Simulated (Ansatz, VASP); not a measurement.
**Two plane-wave programs on TiAl3**

```xyz
4
Lattice="-1.9078 1.9459 4.2770 1.9078 -1.9459 4.2770 1.9078 1.9459 -4.2770" Properties=species:S:1:pos:R:3 pbc="T T T"
Ti    0.0000    0.0000    0.0000
Al    0.0000    0.0000    4.2770
Al    0.0000    1.9459    2.1385
Al    1.9078    0.0000    2.1385
```

Change from the starting cell: strain +0.0200 x Voigt [0, 1, 0, 0, 0, 0], atoms carried along.

Alike in both runs: task single point; functional PBEsol; k mesh 18 × 18 × 18; occupations gaussian, width 0.15 eV; no spin polarisation.

|  | VASP | Ansatz |
| --- | --- | --- |
| version | VASP 6.6.1 | Ansatz 0.2.0 |
| potentials or method | VASP PAW PBE potentials, release 64 (Ti_sv, Al), cutoff 520 eV | scalar-relativistic, plane waves, PAW |
| valence electrons in the cell | 21 | 21 |

VASP gave:

- gap on the k mesh at the Fermi level (eV): none
- pressure (GPa): -2.1
- traceless stress, the component that is largest in VASP (GPa): -1.71
- rms of the force components (eV/Å): 0.005

Question: Estimate Ansatz's values.

Answer: gap on the k mesh at the Fermi level (eV): none; pressure (GPa): -2.1; traceless stress, the component that is largest in VASP (GPa): -1.72; rms of the force components (eV/Å): 0.005.

VASP's potentials were made for PBE, not for PBEsol. Atom by atom the forces differ by 0.000 eV/Å (rms over components). A gap of «none» marks a metal or a gap that the smearing closes. With one functional, cell and mesh, what is left measures potentials, basis and numerics.
